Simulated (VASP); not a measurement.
Runs of VASP 6.6.1 on Ir. The structure is that of space group Im-3m (No. 229), or close to it. The cells are those of the table. This isn't the form of Ir at room conditions, which is fcc.

```tsv
cell	gap on the mesh (eV)	pressure (GPa)
a = 2.578 Å, angles 109.5°, 1 atom	none	36.6
a = 2.615 Å, angles 109.5°, 1 atom	none	15.9
a = 2.651 Å, angles 109.5°, 1 atom	none	-0.4
a = 2.720 Å, angles 109.5°, 1 atom	none	(a)
```

Alike in all rows: task single point; level LDA; potentials or basis VASP PAW LDA potentials, release 64 (Ir_sv_GW); no spin polarisation; k mesh 16 × 16 × 16; cutoff (eV) 560; smearing fermi-dirac 0.1 eV.

Problem. Fill in the values left out.

Solution. (a) -23.3.

Caveats: spin-orbit coupling is left out, which moves the levels of the heavy elements; the cell stands under pressure (at least some runs); the cell stands under tension (at least some runs).

A k mesh can miss the band edges, and the runs leave out spin-orbit coupling on Ir.

A gap of «none» marks levels without a gap at the run's occupations.
